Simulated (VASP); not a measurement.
# LiCl (Pmma) in VASP: single point with PBE

Aim: the single point of LiCl with PBE.

Program: VASP 6.6.1. These are calculated values, not measurements. Logs are shortened: lines on timing, memory, paths and dates and some standing lists are left out, and cuts for length are marked.

## (1) The cell of the first run

It takes space group Pmma (No. 51, orthorhombic). The conventional cell has a = 6.931 Å, b = 3.947 Å, c = 3.737 Å, α = 90.00°, β = 90.00°, γ = 90.00°. Within 2.9 Å of Li (site symmetry mm2) lie 4 Cl at 2.18 to 2.25 Å. Within 2.6 Å of Li (site symmetry 2/m) lie 4 Cl at 1.97 to 2.18 Å. Within 2.9 Å of Cl (site symmetry mm2) lie 4 Li at 2.18 to 2.25 Å. Within 2.6 Å of Cl (site symmetry 2/m) lie 4 Li at 1.97 to 2.18 Å.

## (2) Single point, PBE

Contents of INCAR:

```
SYSTEM = LiCl
PREC = Accurate
ENCUT = 520
EDIFF = 1E-6
ISMEAR = 0
SIGMA = 0.1
LREAL = .False.
LASPH = .True.
NELM = 60
ALGO = Normal
ISIF = 2
LWAVE = .False.
LCHARG = .False.
GGA = PE
NBANDS = 30
```

Contents of KPOINTS:

```
Automatic mesh
0
Gamma
  4 4 6
  0 0 0
```

Contents of POSCAR:

```
LiCl
1.0
    6.9312851500      0.0000000000      0.0000000000
    0.0000000000      3.9465832100      0.0000000000
    0.0000000000      0.0000000000      3.7368793100
Li Cl
4 4
Direct
    0.7500000000      0.0000000000      0.3554073800
    0.0000000000      0.5000000000      0.0000000000
    0.2500000000      0.0000000000      0.6445926200
    0.5000000000      0.5000000000      0.0000000000
    0.7500000000      0.5000000000      0.6445926200
    0.0000000000      0.0000000000      0.0000000000
    0.2500000000      0.5000000000      0.3554073800
    0.5000000000      0.0000000000      0.0000000000
```

Potentials or basis: VASP PAW PBE potentials, release 64 (Li_sv, Cl).

Launch:

```sh
> cat potpaw_PBE.64/Li_sv/POTCAR potpaw_PBE.64/Cl/POTCAR > POTCAR
> mpirun -np 1 vasp_std > vasp.out
```

OUTCAR:

```text
SYSTEM = LiCl
   PREC = Accurate
   ENCUT = 520
   EDIFF = 1E-6
   ISMEAR = 0
   LREAL = .False.
   LASPH = .True.
   NELM = 60
   ISIF = 2
   GGA = PE

 ion  position               nearest neighbor table
   1  0.750  0.000  0.355-   6 2.18   8 2.18   5 2.25   5 2.25
   2  0.000  0.500  0.000-   6 1.97   6 1.97   7 2.18   5 2.18
   3  0.250  0.000  0.645-   6 2.18   8 2.18   7 2.25   7 2.25
   4  0.500  0.500  0.000-   8 1.97   8 1.97   5 2.18   7 2.18
   5  0.750  0.500  0.645-   2 2.18   4 2.18   1 2.25   1 2.25
   6  0.000  0.000  0.000-   2 1.97   2 1.97   3 2.18   1 2.18
   7  0.250  0.500  0.355-   2 2.18   4 2.18   3 2.25   3 2.25
   8  0.500  0.000  0.000-   4 1.97   4 1.97   1 2.18   3 2.18

  LATTYP: Found a simple orthorhombic cell.
 ALAT       =     3.7368793100
 B/A-ratio  =     1.0561173864
 C/A-ratio  =     1.8548324886

  Lattice vectors:

 A1 = (   0.0000000000,   0.0000000000,  -3.7368793100)
 A2 = (   0.0000000000,   3.9465832100,   0.0000000000)
 A3 = (   6.9312851500,   0.0000000000,   0.0000000000)

Analysis of symmetry for initial positions (statically):
=====================================================================
 Subroutine PRICEL returns:
 Original cell was already a primitive cell.

 Routine SETGRP: Setting up the symmetry group for a
 simple orthorhombic supercell.

 Subroutine GETGRP returns: Found  8 space group operations
 (whereof  4 operations were pure point group operations)
 out of a pool of  8 trial point group operations.

The static configuration has the point symmetry C_2h.
 The point group associated with its full space group is D_2h.

Analysis of symmetry for dynamics (positions and initial velocities):
=====================================================================
 Subroutine PRICEL returns:
 Original cell was already a primitive cell.

 Routine SETGRP: Setting up the symmetry group for a
 simple orthorhombic supercell.

 Subroutine GETGRP returns: Found  8 space group operations
 (whereof  4 operations were pure point group operations)
 out of a pool of  8 trial point group operations.

The dynamic configuration has the point symmetry C_2h.
 The point group associated with its full space group is D_2h.

 Subroutine INISYM returns: Found  8 space group operations
 (whereof  4 operations are pure point group operations),
 and found     1 'primitive' translations

----------------------------------------------------------------------------------------

                                     Primitive cell

  volume of cell :     102.2219

  direct lattice vectors                    reciprocal lattice vectors
     6.931285150  0.000000000  0.000000000     0.144273389  0.000000000  0.000000000
     0.000000000  3.946583210  0.000000000     0.000000000  0.253383736  0.000000000
     0.000000000  0.000000000  3.736879310     0.000000000  0.000000000  0.267602969

  length of vectors
     6.931285150  3.946583210  3.736879310     0.144273389  0.253383736  0.267602969

  position of ions in fractional coordinates (direct lattice)
     0.750000000  0.000000000  0.355407380
     0.000000000  0.500000000  0.000000000
     0.250000000  0.000000000  0.644592620
     0.500000000  0.500000000  0.000000000
     0.750000000  0.500000000  0.644592620
     0.000000000  0.000000000  0.000000000
     0.250000000  0.500000000  0.355407380
     0.500000000  0.000000000  0.000000000

  ion indices of the primitive-cell ions
   primitive index   ion index
                 1           1
                 2           2
                 3           3
                 4           4
                 5           5
                 6           6
                 7           7
                 8           8

----------------------------------------------------------------------------------------

 KPOINTS: Automatic mesh

Automatic generation of k-mesh.
 Grid dimensions read from file:
 generate k-points for:    4    4    6

 Generating k-lattice:

  Cartesian coordinates                     Fractional coordinates (reciprocal lattice)
     0.036068347  0.000000000  0.000000000     0.250000000  0.000000000  0.000000000
     0.000000000  0.063345934  0.000000000     0.000000000  0.250000000  0.000000000
     0.000000000  0.000000000  0.044600495     0.000000000  0.000000000  0.166666667

  Length of vectors
     0.036068347  0.063345934  0.044600495

  Shift w.r.t. Gamma in fractional coordinates (k-lattice)
     0.000000000  0.000000000  0.000000000

 Subroutine IBZKPT returns following result:
 ===========================================

 Found     36 irreducible k-points:

 Following reciprocal coordinates:
            Coordinates               Weight
  0.000000  0.000000  0.000000      1.000000
  0.250000  0.000000  0.000000      2.000000
  0.500000  0.000000  0.000000      1.000000
  0.000000  0.250000  0.000000      2.000000
  0.250000  0.250000  0.000000      4.000000
  0.500000  0.250000  0.000000      2.000000
[... 16 lines left out ...]
  0.250000  0.250000  0.333333      8.000000
  0.500000  0.250000  0.333333      4.000000
 [... further k-points ...]
   k-points           NKPTS =     36   k-points in BZ     NKDIM =     36   number of bands    NBANDS=     30
   number of dos      NEDOS =    301   number of ions     NIONS =      8
   total plane-waves  NPLWV =  45360
   dimension x,y,z NGX =    54 NGY =   30 NGZ =   28
   dimension x,y,z NGXF=   108 NGYF=   60 NGZF=   56
   ions per type =               4   4
   NGX,Y,Z   is equivalent  to a cutoff of  12.95, 12.64, 12.46 a.u.
   NGXF,Y,Z  is equivalent  to a cutoff of  25.90, 25.27, 24.91 a.u.
 SYSTEM =  LiCl
   PREC   = accura    normal or accurate (medium, high low for compatibility)
   ISTART =      0    job   : 0-new  1-cont  2-samecut
   ICHARG =      2    charge: 1-file 2-atom 10-const
   ISPIN  =      1    spin polarized calculation?
   LNONCOLLINEAR =      F non collinear calculations
   LSORBIT =      F    spin-orbit coupling
   LASPH  =      T    aspherical Exc in radial PAW
   ENCUT  =  520.0 eV  38.22 Ry    6.18 a.u.  12.89  7.34  6.95*2*pi/ulx,y,z
   NELM   =     60;   NELMIN=  2; NELMDL= -5     # of ELM steps
   EDIFF  = 0.1E-05   stopping-criterion for ELM
   LREAL  =      F    real-space projection
   EDIFFG = 0.1E-04   stopping-criterion for IOM
   NSW    =      0    number of steps for IOM
   IBRION =     -1    ionic relax: 0-MD 1-quasi-New 2-CG
   NFREE  =      0    steps in history (QN), initial steepest desc. (CG)
   ISIF   =      2    stress and relaxation
   ISYM   =      2    0-nonsym 1-usesym 2-fastsym
   POTIM  = 0.5000    time-step for ionic-motion
   TEBEG  =    0.0;   TEEND  =   0.0 temperature during run
   PSTRESS=    0.0 pullay stress
   NELECT =      40.0000    total number of electrons
   NUPDOWN=      -1.0000    fix difference up-down
   EMIN   =  10.00;   EMAX   =-10.00  energy-range for DOS
   EFERMI =   0.00;   METHOD = LEGACY
   ISMEAR =     0;   SIGMA  =   0.10  broadening in eV -4-tet -1-fermi 0-gaus
   EFERMI_NEDOS =   21; number of points for ismear=-14 and -15
   IALGO  =     38    algorithm
   IMIX   =      4    mixing-type and parameters
     AMIX     =   0.40;   BMIX     =  1.00
     AMIX_MAG =   1.60;   BMIX_MAG =  1.00
  volume/ion in A,a.u.               =      12.78        86.23
  Fermi-wavevector in a.u.,A,eV,Ry     =   1.197421  2.262797 19.508258  1.433817
  Thomas-Fermi vector in A             =   2.333336
   LORBIT       =      0    0 simple, 1 ext, 2 COOP (PROOUT), +10 PAW based schemes
   GGA     = PE    functional components
   LHFCALC =     F    Hartree Fock is set to
   AEXX    =    0.0000 exact exchange contribution
   IVDW    =     0    specifies the selected vdW correction
   LEPSILON=     F    determine dielectric tensor
   LRPA    =     F    only Hartree local field effects (RPA)
 non-spin polarized calculation
 Gauss-broadening in eV      SIGMA  =   0.10
  energy-cutoff  :      520.00
  volume of cell :      102.22
 maximum number of plane-waves:      2784
 NGX is ok and might be reduce to    54
   NGX = 25   NGY = 15   NGZ = 13

 number of electron      39.9999975 magnetization

 Free energy of the ion-electron system (eV)
  ---------------------------------------------------
  ext. energy  EPLUGINS =         0.00000000
  ---------------------------------------------------
  free energy    TOTEN  =       -25.09560281 eV

  energy without entropy =      -25.09560281  energy(sigma->0) =      -25.09560281

 E-fermi :   4.2899     XC(G=0):  -9.8628

 val. band max:        3.8576718568   @ k =   0.0000   0.5000   0.5000
 cond. band min:       8.0672294580   @ k =   0.0000   0.5000   0.0000
 fundamental gap:      4.2095576012
 Fermi energy:         4.2899263111

 k-point     1 :       0.0000    0.0000    0.0000
  band No.  band energies     occupation
      1     -40.2512      2.00000
      2     -40.2484      2.00000
      3     -40.0873      2.00000
      4     -40.0862      2.00000
      5     -11.6688      2.00000
      6     -10.6546      2.00000
[... 22 lines left out ...]
     29      14.9182      0.00000
     30      15.0268      0.00000

 k-point     2 :       0.2500    0.0000    0.0000
  band No.  band energies     occupation
      1     -40.2508      2.00000
      2     -40.2488      2.00000
      3     -40.0871      2.00000
      4     -40.0863      2.00000
      5     -11.5876      2.00000
      6     -11.0004      2.00000
[... 22 lines left out ...]
     29      14.4926      0.00000
     30      14.5953      0.00000

 k-point     3 :       0.5000    0.0000    0.0000
  band No.  band energies     occupation
      1     -40.2498      2.00000
      2     -40.2498      2.00000
      3     -40.0867      2.00000
      4     -40.0867      2.00000
      5     -11.3539      2.00000
      6     -11.3539      2.00000
[... 682 lines left out ...]
     29      13.9711      0.00000
     30      14.3337      0.00000

 k-point    24 :       0.5000    0.2500    0.3333
  band No.  band energies     occupation
      1     -40.2484      2.00000
      2     -40.2484      2.00000
      3     -40.0857      2.00000
      4     -40.0857      2.00000
      5     -10.9708      2.00000
      6     -10.9708      2.00000
[... 22 lines left out ...]
     29      13.9081      0.00000
     30      13.9081      0.00000

 [... further k-points ...]
[... 5 lines left out ...]
  --------------------------------------------------------------------------------------
  -------------------------------------------------------------------------------------
  Total       16.2547612     29.9565933      9.5068235      0.0000000      0.0000000      0.0000000
  in kB      254.7692880    469.5251977    149.0053674      0.0000000      0.0000000      0.0000000
  external PRESSURE =     291.0999510 kB  Pullay stress =       0.0000000 kB

 VOLUME and BASIS-vectors are now :
 -----------------------------------------------------------------------------
  energy-cutoff  :      520.00
  volume of cell :      102.22
      direct lattice vectors                 reciprocal lattice vectors
     6.931285150  0.000000000  0.000000000     0.144273389  0.000000000  0.000000000
     0.000000000  3.946583210  0.000000000     0.000000000  0.253383736  0.000000000
     0.000000000  0.000000000  3.736879310     0.000000000  0.000000000  0.267602969

 POSITION                                       TOTAL-FORCE (eV/Angst)
 -----------------------------------------------------------------------------------
      5.19846      0.00000      1.32811        -0.000000      0.000000      0.609926
      0.00000      1.97329      0.00000         0.000000      0.000000     -0.000000
      1.73282      0.00000      2.40876         0.000000      0.000000     -0.609926
      3.46564      1.97329      0.00000         0.000000      0.000000     -0.000000
      5.19846      1.97329      2.40876         0.000000     -0.000000     -2.128909
      0.00000      0.00000      0.00000         0.000000      0.000000     -0.000000
      1.73282      1.97329      1.32811         0.000000      0.000000      2.128909
      3.46564      0.00000      0.00000         0.000000      0.000000     -0.000000
 -----------------------------------------------------------------------------------
    total drift:                                0.000000      0.000000      0.000000

  FREE ENERGIE OF THE ION-ELECTRON SYSTEM (eV)
  ---------------------------------------------------
  free  energy   TOTEN  =       -25.0956028070 eV

  energy  without entropy=      -25.0956028070  energy(sigma->0) =      -25.09560281
```

Wall time 39 s (1 thread of AMD EPYC 9R45 (Zen 5), shared host); peak memory 0.21 GiB.

What came out:

```yaml
Free_energy: -25.0956 eV
Largest_force: 2.129 eV/Å
Band_gap_on_the_k_mesh: 4.21 eV, indirect (least direct gap 4.42 eV)
```

Forces in eV/Å, atoms in the order of the input:
```
Li   0.000  0.000  0.610
Li   0.000  0.000  0.000
Li   0.000  0.000 -0.610
Li   0.000  0.000  0.000
Cl   0.000  0.000 -2.129
Cl   0.000  0.000  0.000
Cl   0.000  0.000  2.129
Cl   0.000  0.000  0.000
```

Caveat: the cutoff is under 1.25 times the usual one of these potentials, so pressure, stress and relaxed cells hold a basis-set (Pulay) error; forces of over 1 eV/Å act on the atoms, so gaps and moduli don't describe the material at rest. A hybrid or GW would open this gap; PBE tends to underestimate it.
